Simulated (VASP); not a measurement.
# SnO2 (R-3m) in VASP: notebook

SnO2 is run at these levels: PBEsol; tasks: single point.

Program: VASP 6.6.1. These are calculated values, not measurements. Logs are shortened: lines on timing, memory, paths and dates and some standing lists are left out, and cuts for length are marked.

## Step 1: The cell of the first run

Symmetry: R-3m, No. 166, trigonal system. Conventional cell: a = 3.371 Å, b = 3.371 Å, c = 12.173 Å, α = 90.00°, β = 90.00°, γ = 120.00°. Within 2.8 Å of Sn (site symmetry -3m) lie 6 O at 2.15 Å. O (site symmetry 3m) has 3 Sn at 2.15 Å and 3 O at 2.66 Å within 2.8 Å.

## Step 2: Single point, PBEsol

The input, INCAR:

```
SYSTEM = SnO2
PREC = Accurate
ENCUT = 520
EDIFF = 1E-6
ISMEAR = 0
SIGMA = 0.05
LREAL = .FALSE.
LASPH = .TRUE.
NELM = 80
ALGO = Normal
ISIF = 2
LWAVE = .FALSE.
LCHARG = .FALSE.
GGA = PS
NBANDS = 20
```

The input, KPOINTS:

```
regular mesh
0
G
  12 12 12
  0 0 0
```

The input, POSCAR:

```
SnO2
1.0
    1.6856500000      0.9732104813      4.0575333333
   -1.6856500000      0.9732104813      4.0575333333
    0.0000000000     -1.9464209625      4.0575333333
Sn O
1 2
Direct
    0.5000000000      0.5000000000      0.5000000000
    0.2414378084      0.2414378084      0.2414378084
    0.7585621916      0.7585621916      0.7585621916
```

Potentials or basis: VASP PAW PBE potentials, release 64 (Sn_d, O).

Command:

```sh
$ cat potpaw_PBE.64/Sn_d/POTCAR potpaw_PBE.64/O/POTCAR > POTCAR
$ mpirun -np 1 vasp_std > vasp.out
```

OUTCAR:

```text
SYSTEM = SnO2
   PREC = Accurate
   ENCUT = 520
   EDIFF = 1E-6
   ISMEAR = 0
   LREAL = .FALSE.
   LASPH = .TRUE.
   NELM = 80
   ISIF = 2
   GGA = PS

 ion  position               nearest neighbor table
   1  0.500  0.500  0.500-   2 2.15   3 2.15   2 2.15   2 2.15   3 2.15   3 2.15
   2  0.241  0.241  0.241-   1 2.15   1 2.15   1 2.15
   3  0.759  0.759  0.759-   1 2.15   1 2.15   1 2.15

  LATTYP: Found a trigonal (rhomboedric) cell.
 ALAT       =     4.5002368065
 COS(alpha) =     0.7193958622

  Lattice vectors:

 A1 = (   1.6856500000,   0.9732104813,   4.0575333333)
 A2 = (  -1.6856500000,   0.9732104813,   4.0575333333)
 A3 = (   0.0000000000,  -1.9464209625,   4.0575333333)

Analysis of symmetry for initial positions (statically):
=====================================================================
 Subroutine PRICEL returns:
 Original cell was already a primitive cell.

 Routine SETGRP: Setting up the symmetry group for a
 trigonal (rhombohedral) supercell.

 Subroutine GETGRP returns: Found 12 space group operations
 (whereof 12 operations were pure point group operations)
 out of a pool of 12 trial point group operations.

The static configuration has the point symmetry D_3d.

Analysis of symmetry for dynamics (positions and initial velocities):
=====================================================================
 Subroutine PRICEL returns:
 Original cell was already a primitive cell.

 Routine SETGRP: Setting up the symmetry group for a
 trigonal (rhombohedral) supercell.

 Subroutine GETGRP returns: Found 12 space group operations
 (whereof 12 operations were pure point group operations)
 out of a pool of 12 trial point group operations.

The dynamic configuration has the point symmetry D_3d.

 Subroutine INISYM returns: Found 12 space group operations
 (whereof 12 operations are pure point group operations),
 and found     1 'primitive' translations

----------------------------------------------------------------------------------------

                                     Primitive cell

  volume of cell :      39.9381

  direct lattice vectors                    reciprocal lattice vectors
[... 83 lines left out ...]
   ISPIN  =      1    spin polarized calculation?
   LNONCOLLINEAR =      F non collinear calculations
   LSORBIT =      F    spin-orbit coupling
   LASPH  =      T    aspherical Exc in radial PAW
   ENCUT  =  520.0 eV  38.22 Ry    6.18 a.u.   8.37  8.37  8.37*2*pi/ulx,y,z
   NELM   =     80;   NELMIN=  2; NELMDL= -5     # of ELM steps
   EDIFF  = 0.1E-05   stopping-criterion for ELM
   LREAL  =      F    real-space projection
   EDIFFG = 0.1E-04   stopping-criterion for IOM
   NSW    =      0    number of steps for IOM
   IBRION =     -1    ionic relax: 0-MD 1-quasi-New 2-CG
   NFREE  =      0    steps in history (QN), initial steepest desc. (CG)
   ISIF   =      2    stress and relaxation
   ISYM   =      2    0-nonsym 1-usesym 2-fastsym
   POTIM  = 0.5000    time-step for ionic-motion
   TEBEG  =    0.0;   TEEND  =   0.0 temperature during run
   PSTRESS=    0.0 pullay stress
   NELECT =      26.0000    total number of electrons
   NUPDOWN=      -1.0000    fix difference up-down
   EMIN   =  10.00;   EMAX   =-10.00  energy-range for DOS
   EFERMI =   0.00;   METHOD = LEGACY
   ISMEAR =     0;   SIGMA  =   0.05  broadening in eV -4-tet -1-fermi 0-gaus
   EFERMI_NEDOS =   21; number of points for ismear=-14 and -15
   IALGO  =     38    algorithm
   IMIX   =      4    mixing-type and parameters
     AMIX     =   0.40;   BMIX     =  1.00
     AMIX_MAG =   1.60;   BMIX_MAG =  1.00
  volume/ion in A,a.u.               =      13.31        89.84
  Fermi-wavevector in a.u.,A,eV,Ry     =   1.418851  2.681239 27.390405  2.013138
  Thomas-Fermi vector in A             =   2.539933
   LORBIT       =      0    0 simple, 1 ext, 2 COOP (PROOUT), +10 PAW based schemes
   GGA     = PS    functional components
   LHFCALC =     F    Hartree Fock is set to
   AEXX    =    0.0000 exact exchange contribution
   IVDW    =     0    specifies the selected vdW correction
   LEPSILON=     F    determine dielectric tensor
   LRPA    =     F    only Hartree local field effects (RPA)
 non-spin polarized calculation
 Gauss-broadening in eV      SIGMA  =   0.05
  energy-cutoff  :      520.00
  volume of cell :       39.94
 maximum number of plane-waves:      1101
 NGX is ok and might be reduce to    36
   NGX = 17   NGY = 17   NGZ = 17

 number of electron      25.9999998 magnetization

 Free energy of the ion-electron system (eV)
  ---------------------------------------------------
  ext. energy  EPLUGINS =         0.00000000
  ---------------------------------------------------
  free energy    TOTEN  =       -19.17770160 eV

  energy without entropy =      -19.17770160  energy(sigma->0) =      -19.17770160

 E-fermi :   4.9163     XC(G=0): -10.9134

 val. band max:        4.6748842514   @ k =   0.0000   0.0000   0.0000
 cond. band min:       5.3609659318   @ k =   0.0000   0.0000   0.0000
 fundamental gap:      0.6860816803
 Fermi energy:         4.9163361393

 k-point     1 :       0.0000    0.0000    0.0000
  band No.  band energies     occupation
      1     -15.6342      2.00000
      2     -15.3756      2.00000
      3     -15.3756      2.00000
      4     -15.2478      2.00000
      5     -15.2478      2.00000
      6     -13.4425      2.00000
[... 541 lines left out ...]
     19      18.3049      0.00000
     20      19.2412      0.00000

 [... further k-points ...]

------------------------ aborting loop because EDIFF is reached ----------------------------------------

  FORCE on cell =-STRESS in cart. coord.  units (eV):
  Direction    XX          YY          ZZ          XY          YZ          ZX
  --------------------------------------------------------------------------------------
  -------------------------------------------------------------------------------------
  Total       -3.3145778     -3.3145778     -0.4484507      0.0000000     -0.0000000     -0.0000000
  in kB     -132.9692647   -132.9692647    -17.9902733      0.0000000     -0.0000000     -0.0000000
  external PRESSURE =     -94.6429342 kB  Pullay stress =       0.0000000 kB

 VOLUME and BASIS-vectors are now :
 -----------------------------------------------------------------------------
  energy-cutoff  :      520.00
  volume of cell :       39.94
      direct lattice vectors                 reciprocal lattice vectors
     1.685650000  0.973210481  4.057533333     0.296621481  0.171254492  0.082151718
    -1.685650000  0.973210481  4.057533333    -0.296621481  0.171254492  0.082151718
     0.000000000 -1.946420962  4.057533333     0.000000000 -0.342508984  0.082151718

 POSITION                                       TOTAL-FORCE (eV/Angst)
 -----------------------------------------------------------------------------------
      0.00000      0.00000      6.08630         0.000000      0.000000     -0.000000
      0.00000      0.00000      2.93893         0.000000      0.000000      0.079517
      0.00000      0.00000      9.23367         0.000000     -0.000000     -0.079517
 -----------------------------------------------------------------------------------
    total drift:                               -0.000000     -0.000000      0.000000

  FREE ENERGIE OF THE ION-ELECTRON SYSTEM (eV)
  ---------------------------------------------------
  free  energy   TOTEN  =       -19.1777015965 eV

  energy  without entropy=      -19.1777015965  energy(sigma->0) =      -19.17770160
```

OSZICAR:

```text
N       E                     dE             d eps       ncg     rms          rms(c)
DAV:   1     0.251774031561E+03    0.25177E+03   -0.13948E+04  7968   0.195E+03
DAV:   2     0.625652329349E+01   -0.24552E+03   -0.23275E+03  8176   0.491E+02
DAV:   3    -0.210937827866E+02   -0.27350E+02   -0.27060E+02  8752   0.139E+02
DAV:   4    -0.218515563818E+02   -0.75777E+00   -0.75704E+00  8408   0.246E+01
DAV:   5    -0.218661060788E+02   -0.14550E-01   -0.14549E-01  9160   0.364E+00    0.988E+00
DAV:   6    -0.192455920743E+02    0.26205E+01   -0.10099E+01 11892   0.560E+01    0.415E+00
DAV:   7    -0.192090544349E+02    0.36538E-01   -0.55171E-01  7848   0.598E+00    0.202E+00
DAV:   8    -0.191791197031E+02    0.29935E-01   -0.81026E-02  8068   0.294E+00    0.362E-01
DAV:   9    -0.191772360491E+02    0.18837E-02   -0.11002E-02 11400   0.130E+00    0.885E-02
DAV:  10    -0.191776701876E+02   -0.43414E-03   -0.15274E-03  7832   0.392E-01    0.315E-02
DAV:  11    -0.191776991258E+02   -0.28938E-04   -0.53288E-05  9408   0.101E-01    0.202E-02
DAV:  12    -0.191777014249E+02   -0.22990E-05   -0.96087E-06  7848   0.266E-02    0.750E-03
DAV:  13    -0.191777015965E+02   -0.17164E-06   -0.18173E-06  6832   0.102E-02
   1 F= -.19177702E+02 E0= -.19177702E+02  d E =-.124080E-14
```

stdout:

```text
POSCAR found type information on POSCAR SnO
 POSCAR found :  2 types and       3 ions
 scaLAPACK will be used
 -----------------------------------------------------------------------------
|                                                                             |
|                                                                             |
|     You enforced a specific xc type in the INCAR file but a different       |
|     I HOPE YOU KNOW WHAT YOU ARE DOING!                                     |
|                                                                             |
 -----------------------------------------------------------------------------

 LDA part: xc-table for (Slater+PW92), standard interpolation
 POSCAR, INCAR and KPOINTS ok, starting setup
 FFT: planning ... GRIDC
 FFT: planning ... GRID_SOFT
 FFT: planning ... GRID
 WAVECAR not read
 entering main loop
```

Run time: 3.6 min. Hardware: 1 thread of Intel Xeon 6975P-C (Granite Rapids), shared host; peak memory 0.3 GiB.

Results:

```
Free energy            : -19.1777 eV
Pressure               : -9.5 GPa
Largest force          : 0.080 eV/Å
Band gap on the k mesh : 0.69 eV
```

Forces on the atoms (eV/Å):
```
Sn   0.000  0.000  0.000
O    0.000  0.000  0.080
O    0.000  0.000 -0.080
```

Stress tensor (GPa, compression positive):
```
-13.30   0.00   0.00
  0.00 -13.30   0.00
  0.00   0.00  -1.80
```

Levels at points of the mesh, in eV from the valence-band top:
```
           k point  band 10  band 11  band 12  band 13  band 14  band 15  band 16  band 17
(0.00, 0.00, 0.00)    -1.61    -1.58    -1.58     0.00     0.69     4.95     9.50     9.50
(0.50, 0.00, 0.00)    -3.44    -1.78    -1.20    -1.05     4.70     7.47     8.74    12.15
(0.50, 0.50, 0.00)    -3.80    -0.74    -0.56    -0.07     4.12     6.16    10.16    10.32
(0.50, 0.50, 0.50)    -1.90    -1.90    -1.39    -1.39     2.98     5.51    10.14    10.14
```

Caveat: the cell stands under tension; the PAW data sets were made with another functional, which shifts forces and pressure a little; spin-orbit coupling is left out, which moves the levels of the heavy elements. A k mesh can miss the band edges.

## Step 3: Single point, PBEsol

This run uses another cell than the first one, of 13.37 Å³/atom.

The input, INCAR:

```
SYSTEM = SnO2
PREC     = Accurate       ! precision mode
ENCUT    = 520            ! plane-wave cutoff, eV
EDIFF    = 1E-6           ! SCF threshold, eV
ISMEAR   = 0              ! smearing method
SIGMA    = 0.05           ! smearing width, eV
LREAL    = .FALSE.        ! projectors in reciprocal space
LASPH    = .TRUE.         ! aspherical terms in the spheres
NELM     = 60             ! most SCF steps
ALGO     = Normal         ! electronic algorithm
ISIF     = 2              ! what is computed and relaxed
LWAVE    = .FALSE.        ! write WAVECAR
LCHARG   = .TRUE.         ! write CHGCAR
GGA      = PS             ! functional
LELF     = .TRUE.         ! ELF
LVHAR    = .TRUE.       
NBANDS   = 20             ! bands
```

KPOINTS is that of step 2.

The input, POSCAR:

```
SnO2
1.0
    1.5786500000      0.9114340025      4.6455666667
   -1.5786500000      0.9114340025      4.6455666667
    0.0000000000     -1.8228680049      4.6455666667
Sn O
1 2
Direct
    0.5000000000      0.5000000000      0.5000000000
    0.2414378084      0.2414378084      0.2414378084
    0.7585621916      0.7585621916      0.7585621916
```

Potentials or basis: VASP PAW PBE potentials, release 64 (Sn_d, O).

Command:

```sh
$ cat potpaw_PBE.64/Sn_d/POTCAR potpaw_PBE.64/O/POTCAR > POTCAR
$ mpirun -np 1 vasp_std > vasp.out
```

Run time: 5.1 min. Hardware: 1 thread of Intel Xeon 6975P-C (Granite Rapids), shared host; peak memory 0.33 GiB.

Results (log left out):

```
Free energy            : -19.2890 eV
Pressure               : 2.1 GPa
Largest force          : 0.288 eV/Å
Band gap on the k mesh : 2.12 eV (least direct gap 2.19 eV)
```

Forces in eV/Å, atoms in the order of the input:
```
Sn   0.000  0.000  0.000
O    0.000  0.000 -0.288
O    0.000  0.000  0.288
```

Stress tensor (GPa, compression positive):
```
 4.44  0.00  0.00
 0.00  4.44  0.00
 0.00  0.00 -2.56
```

Levels at points of the mesh, in eV from the valence-band top:
```csv
k point,band 9,band 10,band 11,band 12,band 13,band 14,band 15,band 16,band 17,band 18
"(0.00, 0.00, 0.00)",-1.27,-1.27,-0.83,-0.83,-0.07,2.12,5.74,11.42,11.42,12.48
"(0.50, 0.00, 0.00)",-4.42,-2.95,-1.77,-0.73,-0.66,5.63,7.78,10.48,12.22,12.79
"(0.50, 0.50, 0.00)",-4.73,-3.09,-1.31,-0.45,0.00,5.24,6.87,11.06,11.48,12.59
"(0.50, 0.50, 0.50)",-1.54,-1.36,-1.36,-0.75,-0.75,3.61,5.79,11.65,11.65,12.74
```

Caveat: the PAW data sets were made with another functional, which shifts forces and pressure a little; spin-orbit coupling is left out, which moves the levels of the heavy elements. A k mesh can miss the band edges.

## Step 4: Single point, PBEsol

This run uses another cell than the first one, of 13.48 Å³/atom.

The input, INCAR:

```
ALGO     = Normal         # electronic algorithm
EDIFF    = 1E-6           # SCF threshold, eV
ENCUT    = 520            # plane-wave cutoff, eV
GGA      = PS             # functional
ISIF     = 2              # what is computed and relaxed
ISMEAR   = 0              # smearing method
LASPH    = True           # aspherical terms in the spheres
LCHARG   = False          # write CHGCAR
LREAL    = False          # projectors in reciprocal space
LWAVE    = False          # write WAVECAR
NBANDS   = 20             # bands
NELM     = 80             # most SCF steps
PREC     = Accurate       # precision mode
SIGMA    = 0.05           # smearing width, eV
```

The input, KPOINTS:

```
k-points
0
Gamma
  12 12 12
```

The input, POSCAR:

```
SnO2
1.0
    1.6053951390      0.9268753157      4.5279666667
   -1.6053951390      0.9268753157      4.5279666667
    0.0000000000     -1.8537506314      4.5279666667
Sn O
1 2
Direct
    0.5000000000      0.5000000000      0.5000000000
    0.2414378084      0.2414378084      0.2414378084
    0.7585621916      0.7585621916      0.7585621916
```

Command:

```sh
$ cat potpaw_PBE.64/Sn_d/POTCAR potpaw_PBE.64/O/POTCAR > POTCAR
$ mpirun -np 1 vasp_std > vasp.out
```

Wall time 3.4 min (1 thread of Intel Xeon 6975P-C (Granite Rapids), shared host); peak memory 0.29 GiB.

Results (log left out):

| Quantity | Value |
| --- | --- |
| Free energy | -19.3180 eV |
| Pressure | -1.9 GPa |
| Largest force | 0.271 eV/Å |
| Band gap on the k mesh | 1.79 eV (least direct gap 1.82 eV) |

Forces in eV/Å, atoms in the order of the input:
```
Sn   0.000  0.000  0.000
O    0.000  0.000 -0.271
O    0.000  0.000  0.271
```

Stress tensor (GPa, compression positive):
```
-1.48  0.00  0.00
 0.00 -1.48  0.00
 0.00  0.00 -2.61
```

Levels at points of the mesh, in eV from the valence-band top:
```csv
k point,band 11,band 12,band 13,band 14,band 15,band 16
"(0.00, 0.00, 0.00)",-1.00,-1.00,-0.03,1.79,5.52,10.91
"(0.50, 0.00, 0.00)",-1.73,-0.81,-0.74,5.36,7.71,10.02
"(0.50, 0.50, 0.00)",-1.18,-0.49,-0.01,4.95,6.73,10.79
"(0.50, 0.50, 0.50)",-1.48,-0.90,-0.90,3.41,5.64,11.20
```

Caveat: the PAW data sets were made with another functional, which shifts forces and pressure a little; spin-orbit coupling is left out, which moves the levels of the heavy elements. A k mesh can miss the band edges.

## Step 5: Single point, PBEsol

This run uses another cell than the first one, of 13.57 Å³/atom.

The input, INCAR:

```
ALGO = Normal
EDIFF = 1E-6
ENCUT = 520
GGA = PS
ISIF = 2
ISMEAR = 0
LASPH = T
LCHARG = F
LREAL = F
LWAVE = F
NBANDS = 20
NELM = 80
PREC = Accurate
SIGMA = 0.05
```

KPOINTS is that of step 4.

The input, POSCAR:

```
SnO2
1.0
    1.6321500000      0.9423222419      4.4103567335
   -1.6321500000      0.9423222419      4.4103567335
    0.0000000000     -1.8846444837      4.4103567335
Sn O
1 2
Direct
    0.5000000000      0.5000000000      0.5000000000
    0.2414378084      0.2414378084      0.2414378084
    0.7585621916      0.7585621916      0.7585621916
```

Command:

```sh
$ cat potpaw_PBE.64/Sn_d/POTCAR potpaw_PBE.64/O/POTCAR > POTCAR
$ mpirun -np 1 vasp_std > vasp.out
```

Run time: 3.6 min. Hardware: 1 thread of Intel Xeon 6975P-C (Granite Rapids), shared host; peak memory 0.3 GiB.

The run converged. Its results:

| Quantity | Value |
| --- | --- |
| Free energy | -19.3012 eV |
| Pressure | -5.4 GPa |
| Largest force | 0.249 eV/Å |
| Band gap on the k mesh | 1.43 eV (least direct gap 1.44 eV) |

Forces on the atoms (eV/Å):
```
Sn   0.000  0.000  0.000
O    0.000  0.000 -0.249
O    0.000  0.000  0.249
```

Stress tensor (GPa, compression positive):
```
-6.76  0.00  0.00
 0.00 -6.76  0.00
 0.00  0.00 -2.77
```

Levels at points of the mesh, in eV from the valence-band top:
```csv
k point,band 10,band 11,band 12,band 13,band 14,band 15,band 16,band 17
"(0.00, 0.00, 0.00)",-1.45,-1.17,-1.17,-0.01,1.42,5.30,10.42,10.42
"(0.50, 0.00, 0.00)",-3.16,-1.73,-0.91,-0.84,5.08,7.59,9.57,12.23
"(0.50, 0.50, 0.00)",-3.37,-1.07,-0.54,-0.04,4.65,6.53,10.53,10.84
"(0.50, 0.50, 0.50)",-1.60,-1.60,-1.06,-1.06,3.20,5.50,10.78,10.78
```

Caveat: the cell stands under tension; the PAW data sets were made with another functional, which shifts forces and pressure a little; spin-orbit coupling is left out, which moves the levels of the heavy elements. A k mesh can miss the band edges.

## Step 6: The runs side by side

```csv
cell,gap on the mesh (eV),pressure (GPa),largest force (eV/Å)
"a = 4.500 Å, angles 44.0°, 3 atoms",0.69,-9.5,0.08
"a = 4.990 Å, angles 36.9°, 3 atoms",2.12,2.1,0.29
"a = 4.893 Å, angles 38.3°, 3 atoms",1.79,-1.9,0.27
"a = 4.796 Å, angles 39.8°, 3 atoms",1.43,-5.4,0.25
```

Alike in all rows: task single point; level PBEsol; potentials or basis VASP PAW PBE potentials, release 64 (Sn_d, O); no spin polarisation; k mesh 12 × 12 × 12; cutoff (eV) 520; smearing gaussian 0.05 eV.

Caveats: the PAW data sets were made with another functional, which shifts forces and pressure a little; spin-orbit coupling is left out, which moves the levels of the heavy elements; the cell stands under tension (at least some runs).

Absolute energies hang on the potentials; compare differences alone.
